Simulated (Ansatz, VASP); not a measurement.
Na in VASP and in Ansatz

The input INCAR:

```
SYSTEM = Na
PREC = Accurate
ENCUT = 520
EDIFF = 1E-6
ISMEAR = -1
SIGMA = 0.05
LREAL = .FALSE.
LASPH = .TRUE.
NELM = 80
ALGO = Normal
ISIF = 2
LWAVE = .FALSE.
LCHARG = .TRUE.
GGA = PE
LELF = .TRUE.
LVHAR = .TRUE.
NBANDS = 10
```

File KPOINTS:

```
regular mesh
0
G
  13 13 13
  0 0 0
```

The input POSCAR:

```
Na
1.0
   -1.6656304670      1.6656304670      1.6656304670
    1.6656304670     -1.6656304670      1.6656304670
    1.6656304670      1.6656304670     -1.6656304670
Na
1
Direct
    0.0000000000      0.0000000000      0.0000000000
```

Input for Ansatz:

```yaml
crystal:
  lattice:
    - [-1.665630467, 1.665630467, 1.665630467]
    - [1.665630467, -1.665630467, 1.665630467]
    - [1.665630467, 1.665630467, -1.665630467]
  atoms:
    - { symbol: Na, position: [0.0, 0.0, 0.0] }
kpoints:
  mp_grid: { grid: [13, 13, 13] }
scf:
  occupations: { method: fermi_dirac, width: 0.05 }
hamiltonian:
  xc: pbe
  pseudopotentials: { kind: all_electron, lapw: { basis_error: 0.001 } }
output:
  forces: true
  stress: true
  eigenvalues: true
  populations: true
```

Change from the starting cell: volume scaled by 0.5, LAPW.

Alike in both runs: task single point; functional PBE; k mesh 13 × 13 × 13; occupations fermi-dirac, width 0.05 eV; no spin polarisation.

|  | VASP | Ansatz |
| --- | --- | --- |
| version | VASP 6.6.1 | Ansatz 0.2.0 |
| potentials or method | VASP PAW PBE potentials, release 64 (Na_pv), cutoff 520 eV | all-electron LAPW, scalar-relativistic |

```csv
,VASP,Ansatz,Ansatz less VASP
pressure (GPa),19.6,19.7,+0.11
```

Ansatz ran all-electron here, and VASP with PAW potentials.
